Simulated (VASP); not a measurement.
# HfZrS3 (Pm-3m) in VASP: notebook

Runs on HfZrS3. Level: PBE. Tasks: single point.

Everything below comes from runs of VASP 6.6.1. Logs are shortened: lines on timing, memory, paths and dates and some standing lists are left out, and cuts for length are marked.

**1. The cell of the first run**

Symmetry: Pm-3m, No. 221, cubic system. Conventional cell: a = 4.865 Å, b = 4.865 Å, c = 4.865 Å, α = 90.00°, β = 90.00°, γ = 90.00°. Within 3.2 Å of Zr (site symmetry m-3m) lie 6 S at 2.43 Å. Within 4.5 Å of Hf (site symmetry m-3m) lie 12 S at 3.44 Å and 8 Zr at 4.21 Å. Within 3.2 Å of S (site symmetry 4/mmm) lie 2 Zr at 2.43 Å.

The cell was built from a structure type or drawn by symmetry, and may not be a known phase.

**2. Single point, PBE, collinear spin**

INCAR

```
  ALGO = Normal
  EDIFF = 1E-6
  ENCUT = 520
  GGA = PE
  ISIF = 2
  ISMEAR = 0
  ISPIN = 2
  LASPH = True
  LCHARG = False
  LMAXMIX = 4
  LORBIT = 11
  LREAL = False
  LWAVE = False
  MAGMOM = 1 0 0 0 0
  NBANDS = 32
  NELM = 150
  PREC = Accurate
  SIGMA = 0.1
```

KPOINTS

```
k-points
0
Gamma
  4 4 4
```

POSCAR

```
HfZrS3
1.0
    4.8650080051      0.0000000000      0.0000000000
    0.0000000000      4.8650080051      0.0000000000
    0.0000000000      0.0000000000      4.8650080051
Zr Hf S
1 1 3
Direct
    0.5000000000      0.5000000000      0.5000000000
    0.0000000000      0.0000000000      0.0000000000
    0.0000000000      0.5000000000      0.5000000000
    0.5000000000      0.5000000000      0.0000000000
    0.5000000000      0.0000000000      0.5000000000
```

Potentials or basis: VASP PAW PBE potentials, release 64 (Zr_sv, Hf_pv, S).

On the command line:

```console
$ cat potpaw_PBE.64/Zr_sv/POTCAR potpaw_PBE.64/Hf_pv/POTCAR potpaw_PBE.64/S/POTCAR > POTCAR
$ mpirun -np 1 vasp_std > vasp.out
```

OUTCAR:

```text
EDIFF = 1E-6
   ENCUT = 520
   GGA = PE
   ISIF = 2
   ISMEAR = 0
   ISPIN = 2
   LASPH = True
   LORBIT = 11
   LREAL = False
   NELM = 150
   PREC = Accurate

 ion  position               nearest neighbor table
   1  0.500  0.500  0.500-   3 2.43   4 2.43   5 2.43   4 2.43   5 2.43   3 2.43
   2  0.000  0.000  0.000-
   3  0.000  0.500  0.500-   1 2.43   1 2.43
   4  0.500  0.500  0.000-   1 2.43   1 2.43
   5  0.500  0.000  0.500-   1 2.43   1 2.43

  LATTYP: Found a simple cubic cell.
 ALAT       =     4.8650080051

  Lattice vectors:

 A1 = (   4.8650080051,   0.0000000000,   0.0000000000)
 A2 = (   0.0000000000,   4.8650080051,   0.0000000000)
 A3 = (   0.0000000000,   0.0000000000,   4.8650080051)

Analysis of symmetry for initial positions (statically):
=====================================================================
 Subroutine PRICEL returns:
 Original cell was already a primitive cell.

 Routine SETGRP: Setting up the symmetry group for a
 simple cubic supercell.

 Subroutine GETGRP returns: Found 48 space group operations
 (whereof 48 operations were pure point group operations)
 out of a pool of 48 trial point group operations.

The static configuration has the point symmetry O_h .

Analysis of symmetry for dynamics (positions and initial velocities):
=====================================================================
 Subroutine PRICEL returns:
 Original cell was already a primitive cell.

 Routine SETGRP: Setting up the symmetry group for a
 simple cubic supercell.

 Subroutine GETGRP returns: Found 48 space group operations
 (whereof 48 operations were pure point group operations)
 out of a pool of 48 trial point group operations.

The dynamic configuration has the point symmetry O_h .

Analysis of structural, dynamic, and magnetic symmetry:
=====================================================================
 Subroutine PRICEL returns:
 Original cell was already a primitive cell.

 Routine SETGRP: Setting up the symmetry group for a
 simple cubic supercell.

 Subroutine GETGRP returns: Found 48 space group operations
 (whereof 48 operations were pure point group operations)
 out of a pool of 48 trial point group operations.

The overall configuration has the point symmetry O_h .

 Subroutine INISYM returns: Found 48 space group operations
 (whereof 48 operations are pure point group operations),
 and found     1 'primitive' translations

----------------------------------------------------------------------------------------

                                     Primitive cell

  volume of cell :     115.1465

  direct lattice vectors                    reciprocal lattice vectors
     4.865008005  0.000000000  0.000000000     0.205549508  0.000000000  0.000000000
     0.000000000  4.865008005  0.000000000     0.000000000  0.205549508  0.000000000
     0.000000000  0.000000000  4.865008005     0.000000000  0.000000000  0.205549508

  length of vectors
     4.865008005  4.865008005  4.865008005     0.205549508  0.205549508  0.205549508

  position of ions in fractional coordinates (direct lattice)
     0.500000000  0.500000000  0.500000000
     0.000000000  0.000000000  0.000000000
     0.000000000  0.500000000  0.500000000
     0.500000000  0.500000000  0.000000000
     0.500000000  0.000000000  0.500000000

  ion indices of the primitive-cell ions
   primitive index   ion index
                 1           1
                 2           2
                 3           3
                 4           4
                 5           5

----------------------------------------------------------------------------------------

 KPOINTS: k-points

Automatic generation of k-mesh.
 Grid dimensions read from file:
 generate k-points for:    4    4    4

 Generating k-lattice:

  Cartesian coordinates                     Fractional coordinates (reciprocal lattice)
     0.051387377  0.000000000  0.000000000     0.250000000  0.000000000  0.000000000
     0.000000000  0.051387377  0.000000000     0.000000000  0.250000000  0.000000000
     0.000000000  0.000000000  0.051387377     0.000000000  0.000000000  0.250000000

  Length of vectors
     0.051387377  0.051387377  0.051387377

  Shift w.r.t. Gamma in fractional coordinates (k-lattice)
     0.000000000  0.000000000  0.000000000

 Subroutine IBZKPT returns following result:
 ===========================================

 Found     10 irreducible k-points:

 Following reciprocal coordinates:
            Coordinates               Weight
  0.000000  0.000000  0.000000      1.000000
  0.250000  0.000000  0.000000      6.000000
  0.500000  0.000000  0.000000      3.000000
  0.250000  0.250000  0.000000     12.000000
  0.500000  0.250000  0.000000     12.000000
  0.500000  0.500000  0.000000      3.000000
  0.250000  0.250000  0.250000      8.000000
  0.500000  0.250000  0.250000     12.000000
  0.500000  0.500000  0.250000      6.000000
  0.500000  0.500000  0.500000      1.000000
   k-points           NKPTS =     10   k-points in BZ     NKDIM =     10   number of bands    NBANDS=     32
   number of dos      NEDOS =    301   number of ions     NIONS =      5
   total plane-waves  NPLWV =  46656
   dimension x,y,z NGX =    36 NGY =   36 NGZ =   36
   dimension x,y,z NGXF=    72 NGYF=   72 NGZF=   72
   ions per type =               1   1   3
   NGX,Y,Z   is equivalent  to a cutoff of  12.30, 12.30, 12.30 a.u.
   NGXF,Y,Z  is equivalent  to a cutoff of  24.60, 24.60, 24.60 a.u.
 SYSTEM =  unknown system
   PREC   = accura    normal or accurate (medium, high low for compatibility)
   ISTART =      0    job   : 0-new  1-cont  2-samecut
   ICHARG =      2    charge: 1-file 2-atom 10-const
   ISPIN  =      2    spin polarized calculation?
   LNONCOLLINEAR =      F non collinear calculations
   LSORBIT =      F    spin-orbit coupling
   LASPH  =      T    aspherical Exc in radial PAW
   ENCUT  =  520.0 eV  38.22 Ry    6.18 a.u.   9.05  9.05  9.05*2*pi/ulx,y,z
   NELM   =    150;   NELMIN=  2; NELMDL= -5     # of ELM steps
   EDIFF  = 0.1E-05   stopping-criterion for ELM
   LREAL  =      F    real-space projection
   EDIFFG = 0.1E-04   stopping-criterion for IOM
   NSW    =      0    number of steps for IOM
   IBRION =     -1    ionic relax: 0-MD 1-quasi-New 2-CG
   NFREE  =      0    steps in history (QN), initial steepest desc. (CG)
   ISIF   =      2    stress and relaxation
   ISYM   =      2    0-nonsym 1-usesym 2-fastsym
   POTIM  = 0.5000    time-step for ionic-motion
   TEBEG  =    0.0;   TEEND  =   0.0 temperature during run
   PSTRESS=    0.0 pullay stress
   NELECT =      40.0000    total number of electrons
   NUPDOWN=      -1.0000    fix difference up-down
   EMIN   =  10.00;   EMAX   =-10.00  energy-range for DOS
   EFERMI =   0.00;   METHOD = LEGACY
   ISMEAR =     0;   SIGMA  =   0.10  broadening in eV -4-tet -1-fermi 0-gaus
   EFERMI_NEDOS =   21; number of points for ismear=-14 and -15
   IALGO  =     38    algorithm
   IMIX   =      4    mixing-type and parameters
     AMIX     =   0.40;   BMIX     =  1.00
     AMIX_MAG =   1.60;   BMIX_MAG =  1.00
  volume/ion in A,a.u.               =      23.03       155.41
  Fermi-wavevector in a.u.,A,eV,Ry     =   1.150830  2.174754 18.019696  1.324410
  Thomas-Fermi vector in A             =   2.287492
   LORBIT       =     11    0 simple, 1 ext, 2 COOP (PROOUT), +10 PAW based schemes
   GGA     = PE    functional components
   LHFCALC =     F    Hartree Fock is set to
   AEXX    =    0.0000 exact exchange contribution
   IVDW    =     0    specifies the selected vdW correction
   LEPSILON=     F    determine dielectric tensor
   LRPA    =     F    only Hartree local field effects (RPA)
 spin polarized calculation
 Gauss-broadening in eV      SIGMA  =   0.10
  energy-cutoff  :      520.00
  volume of cell :      115.15
 maximum number of plane-waves:      3136
   NGX = 19   NGY = 19   NGZ = 19

 number of electron      39.9999992 magnetization       0.0020475

 number of electron      39.9999992 magnetization      -0.0016500

 Free energy of the ion-electron system (eV)
  ---------------------------------------------------
  ext. energy  EPLUGINS =         0.00000000
  ---------------------------------------------------
  free energy    TOTEN  =       -32.57359830 eV

  energy without entropy =      -32.53206377  energy(sigma->0) =      -32.55283103

 E-fermi :   5.8173     XC(G=0):  -9.9159

 val. band max:        5.7047784106   @ k =   0.2500   0.0000   0.0000
 cond. band min:       5.8213109291   @ k =   0.2500   0.2500   0.2500
 fundamental gap:      0.1165325184
 Fermi energy:         5.8173292198

 spin component 1

 k-point     1 :       0.0000    0.0000    0.0000
  band No.  band energies     occupation
      1     -43.6981      1.00000
      2     -27.6263      1.00000
      3     -27.6263      1.00000
      4     -27.6263      1.00000
      5     -21.8703      1.00000
      6     -21.8703      1.00000
[... 339 lines left out ...]
     31      12.4417      0.00000
     32      13.1717      0.00000
 Fermi energy:         5.8173292198

 spin component 2

 k-point     1 :       0.0000    0.0000    0.0000
  band No.  band energies     occupation
      1     -43.6982      1.00000
      2     -27.6269      1.00000
      3     -27.6269      1.00000
      4     -27.6269      1.00000
      5     -21.8703      1.00000
      6     -21.8703      1.00000
[... 339 lines left out ...]
     31      12.4416      0.00000
     32      13.1710      0.00000

------------------------ aborting loop because EDIFF is reached ----------------------------------------

  FORCE on cell =-STRESS in cart. coord.  units (eV):
  Direction    XX          YY          ZZ          XY          YZ          ZX
  --------------------------------------------------------------------------------------
  -------------------------------------------------------------------------------------
  Total       -0.1481831     -0.1481831     -0.1481831      0.0000000      0.0000000     -0.0000000
  in kB       -2.0618567     -2.0618567     -2.0618567      0.0000000      0.0000000     -0.0000000
  external PRESSURE =      -2.0618567 kB  Pullay stress =       0.0000000 kB

 VOLUME and BASIS-vectors are now :
 -----------------------------------------------------------------------------
  energy-cutoff  :      520.00
  volume of cell :      115.15
      direct lattice vectors                 reciprocal lattice vectors
     4.865008005  0.000000000  0.000000000     0.205549508  0.000000000  0.000000000
     0.000000000  4.865008005  0.000000000     0.000000000  0.205549508  0.000000000
     0.000000000  0.000000000  4.865008005     0.000000000  0.000000000  0.205549508

 POSITION                                       TOTAL-FORCE (eV/Angst)
 -----------------------------------------------------------------------------------
      2.43250      2.43250      2.43250         0.000000      0.000000      0.000000
      0.00000      0.00000      0.00000         0.000000      0.000000      0.000000
      0.00000      2.43250      2.43250         0.000000      0.000000      0.000000
      2.43250      2.43250      0.00000         0.000000      0.000000      0.000000
      2.43250      0.00000      2.43250         0.000000      0.000000      0.000000
 -----------------------------------------------------------------------------------
    total drift:                                0.000000      0.000000      0.000000

  FREE ENERGIE OF THE ION-ELECTRON SYSTEM (eV)
  ---------------------------------------------------
  free  energy   TOTEN  =       -32.5735982981 eV

  energy  without entropy=      -32.5320637654  energy(sigma->0) =      -32.55283103

 total charge

# of ion       s       p       d       tot
------------------------------------------
    1        2.190   6.047   1.639   9.876
    2        0.303   6.024   1.175   7.502
    3        1.349   2.400   0.000   3.749
    4        1.349   2.400   0.000   3.749
    5        1.349   2.400   0.000   3.749
--------------------------------------------------
tot          6.541  19.270   2.814  28.624

 magnetization (x)

# of ion       s       p       d       tot
------------------------------------------
    1       -0.000  -0.000  -0.000  -0.000
    2       -0.000  -0.000  -0.002  -0.002
    3       -0.000   0.000   0.000  -0.000
    4       -0.000   0.000   0.000  -0.000
    5       -0.000   0.000   0.000  -0.000
--------------------------------------------------
tot         -0.000  -0.000  -0.002  -0.002
```

Run time: 94 s. Hardware: 1 thread of Intel Xeon Platinum 8488C (Sapphire Rapids), shared host; peak memory 0.27 GiB.

Results:

| Quantity | Value |
| --- | --- |
| Free energy | -32.5736 eV |
| Pressure | -0.2 GPa |
| Band gap on the k mesh | zero (filled and empty bands overlap) |
| Net moment | 0.00 μB per cell |
| Valence electrons inside the program's atomic spheres | Zr 9.88; Hf 7.50; S 3.75 |

Levels at points of the mesh, in eV from the Fermi level:
Spin up:
```
           k point  band 16  band 17  band 18  band 19  band 20  band 21  band 22  band 23  band 24  band 25
(0.00, 0.00, 0.00)    -2.44    -1.58    -1.58    -1.58    -1.32    -0.92    -0.92    -0.92    -0.47    -0.47
(0.50, 0.00, 0.00)    -3.98    -3.47    -1.93    -1.93    -0.28     0.06     0.33     1.11     1.41     1.41
(0.50, 0.50, 0.00)    -3.44    -3.44    -2.96    -1.40     0.02     0.45     0.98     1.13     1.14     1.14
(0.50, 0.50, 0.50)    -5.07    -1.41    -1.09    -1.09    -1.09     0.20     0.20     0.20     0.56     0.56
```
Spin down:
| k point | band 17 | band 18 | band 19 | band 20 | band 21 | band 22 | band 23 | band 24 |
| --- | --- | --- | --- | --- | --- | --- | --- | --- |
| (0.00, 0.00, 0.00) | -1.58 | -1.58 | -1.58 | -1.32 | -0.92 | -0.92 | -0.92 | -0.48 |
| (0.50, 0.00, 0.00) | -3.47 | -1.93 | -1.93 | -0.28 | 0.06 | 0.33 | 1.11 | 1.41 |
| (0.50, 0.50, 0.00) | -3.44 | -2.96 | -1.40 | 0.02 | 0.45 | 0.97 | 1.13 | 1.14 |
| (0.50, 0.50, 0.50) | -1.41 | -1.09 | -1.09 | -1.09 | 0.20 | 0.20 | 0.20 | 0.55 |

Caveat: spin-orbit coupling is left out, which moves the levels of the heavy elements.

**3. Single point, PBE, collinear spin**

This run uses another cell than the first one, of 23.22 Å³/atom.

INCAR

```
SYSTEM = HfZrS3
PREC = Accurate
ENCUT = 520
EDIFF = 1E-6
ISMEAR = 0
SIGMA = 0.1
LREAL = .False.
LASPH = .True.
NELM = 150
ALGO = Normal
ISIF = 2
LWAVE = .False.
LCHARG = .False.
ISPIN = 2
MAGMOM = 0 1.2 0 0 0
LORBIT = 11
LMAXMIX = 4
GGA = PE
NBANDS = 32
```

KPOINTS

```
regular mesh
0
Gamma
  8 8 8
  0 0 0
```

Edit POSCAR of step 2 so:

```diff
@@ -2,5 +2,5 @@
 1.0
-    4.8650080051      0.0000000000      0.0000000000
-    0.0000000000      4.8650080051      0.0000000000
-    0.0000000000      0.0000000000      4.8650080051
+    4.8785540146      0.0000000000      0.0000000000
+    0.0000000000      4.8785540146      0.0000000000
+    0.0000000000      0.0000000000      4.8785540146
 Zr Hf S
```

Potentials or basis: VASP PAW PBE potentials, release 64 (Zr_sv, Hf_pv, S).

On the command line:

```console
$ cat potpaw_PBE.64/Zr_sv/POTCAR potpaw_PBE.64/Hf_pv/POTCAR potpaw_PBE.64/S/POTCAR > POTCAR
$ mpirun -np 1 vasp_std > vasp.out
```

It took 3.6 min on 1 thread of Intel Xeon Platinum 8488C (Sapphire Rapids), shared host; peak memory 0.37 GiB.

Results (log left out):

```
Free energy                                           : -32.6573 eV
Pressure                                              : -0.1 GPa
Net moment                                            : 1.45 μB per cell
Site moments                                          : Zr +0.04; Hf +0.94; S -0.03 μB
Valence electrons inside the program's atomic spheres : Zr 9.85; Hf 7.53; S 3.75
```

Levels at points of the mesh, in eV from the Fermi level:
Spin up:
| k point | band 16 | band 17 | band 18 | band 19 | band 20 | band 21 | band 22 | band 23 | band 24 | band 25 |
| --- | --- | --- | --- | --- | --- | --- | --- | --- | --- | --- |
| (0.00, 0.00, 0.00) | -2.30 | -1.57 | -1.48 | -1.48 | -1.48 | -0.94 | -0.94 | -0.94 | -0.73 | -0.73 |
| (0.50, 0.00, 0.00) | -3.85 | -3.42 | -1.84 | -1.84 | -0.22 | -0.10 | 0.03 | 0.91 | 1.29 | 1.29 |
| (0.50, 0.50, 0.00) | -3.33 | -3.33 | -2.87 | -1.35 | -0.27 | 0.28 | 0.77 | 0.89 | 1.00 | 1.00 |
| (0.50, 0.50, 0.50) | -4.96 | -1.65 | -0.95 | -0.95 | -0.95 | 0.04 | 0.04 | 0.04 | 0.24 | 0.24 |
Spin down:
```
           k point  band 17  band 18  band 19  band 20  band 21  band 22
(0.00, 0.00, 0.00)    -1.48    -1.48    -1.48    -0.71    -0.65    -0.65
(0.50, 0.00, 0.00)    -3.22    -1.81    -1.81    -0.18     0.65     1.08
(0.50, 0.50, 0.00)    -3.27    -2.86    -1.23     0.75     1.03     1.46
(0.50, 0.50, 0.50)    -1.00    -1.00    -1.00    -0.79     0.77     0.77
```

Caveat: spin-orbit coupling is left out, which moves the levels of the heavy elements.
